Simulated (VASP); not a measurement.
Input of a VASP 6.6.1 run:

Contents of INCAR:

```
  PREC = Accurate
  ENCUT = 520
  EDIFF = 1E-6
  ISMEAR = 0
  SIGMA = 0.05
  LREAL = False
  LASPH = True
  NELM = 100
  ALGO = Normal
  ISIF = 2
  LWAVE = False
  LCHARG = False
  LDIPOL = True
  IDIPOL = 3
  DIPOL = 0.5 0.5 0.500
  GGA = PE
  NBANDS = 31
  EFIELD = -0.6
```

The input KPOINTS:

```
regular mesh
0
Gamma
  9 9 1
```

Contents of POSCAR:

```
BP
1.0
    3.2161364111      0.0000000000      0.0000000000
   -1.6080682055      2.7852558340      0.0000000000
    0.0000000000      0.0000000000     26.1603486296
P B
5 5
Direct
    0.0000000000      0.0000000000      0.2866934270
    0.3333333333      0.6666666667      0.3870729908
    0.6666666667      0.3333333333      0.4874525545
    0.0000000000      0.0000000000      0.5878321183
    0.3333333333      0.6666666667      0.6882116821
    0.3333333333      0.6666666667      0.3117883179
    0.6666666667      0.3333333333      0.4121678817
    0.0000000000      0.0000000000      0.5125474455
    0.3333333333      0.6666666667      0.6129270092
    0.6666666667      0.3333333333      0.7133065730
```

Potentials or basis: VASP PAW PBE potentials, release 64 (P, B).

Command:

```bash
$ cat potpaw_PBE.64/P/POTCAR potpaw_PBE.64/B/POTCAR > POTCAR
$ mpirun -np 1 vasp_std > vasp.out
```

(1) What does it give for the largest force?

(2) Estimate the band gap on the k mesh.

## Answers

(1) 2.561 eV/Å.

(2) zero (bands 20 and 21 overlap by 0.14 eV).
